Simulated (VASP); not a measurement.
The system is Li4Ru.

```
Li Ru
1.0
    -2.74049    2.74049    1.70853
     2.74049   -2.74049    1.70853
     2.74049    2.74049   -1.70853
Li Ru
4 1
Direct
  0.60000 0.20000 0.80000
  0.80000 0.60000 0.40000
  0.40000 0.80000 0.20000
  0.20000 0.40000 0.60000
  0.00000 0.00000 0.00000
```

- Program: VASP 6.6.1
- Task: relaxation of cell and atoms
- Functional: PBE
- Potentials or basis: VASP PAW PBE potentials, release 64 (Li_sv, Ru_pv)
- Cutoff: 600 eV
- k mesh: 6 × 6 × 6
- Occupations: gaussian, width 0.1 eV
- Spin: no spin polarisation

At the start: pressure 22.9 GPa; volume 10.27 Å³/atom.

How do energy, volume and symmetry change on relaxing?

Over 9 steps the energy falls by 224.2 meV/atom and the volume is 14.18 Å³/atom (+38.1 %); space group I4/m (No. 87, to 0.05 Å).

The path:
```
step  energy change (eV)  largest force (eV/Å)  pressure (GPa)  volume (Å³)
   1              0.0000                0.0890           22.92        51.33
   2             -0.9575                0.2812            5.59        63.03
   3             -1.0695                0.3304            0.96        68.61
   4             -1.0744                0.3401            0.00        70.02
   5             -1.0742                0.3427           -0.26        70.44
   6             -1.0959                0.2472           -0.25        70.62
   7             -1.1198                0.0348           -0.16        71.07
   8             -1.1200                0.0292           -0.15        71.11
   9             -1.1209                0.0243            0.01        70.88
```

Final structure:
```xyz
5
Lattice="-3.0448 3.0448 1.9113 3.0448 -3.0448 1.9113 3.0448 3.0448 -1.9113" Properties=species:S:1:pos:R:3 pbc="T T T"
Li    1.2874    3.6867    0.0000
Li    0.6419    1.7575    1.9113
Li    1.7575   -0.6419    1.9113
Li    2.4030    1.2874    0.0000
Ru    0.0000    0.0000    0.0000
```

Caveat: the k points lie up to 0.32 Å⁻¹ apart in the final cell; the cutoff is under 1.25 times the usual one of these potentials, so pressure, stress and relaxed cells hold a basis-set (Pulay) error; the volume moved by over 15 % at a fixed basis, so the end points are rough.
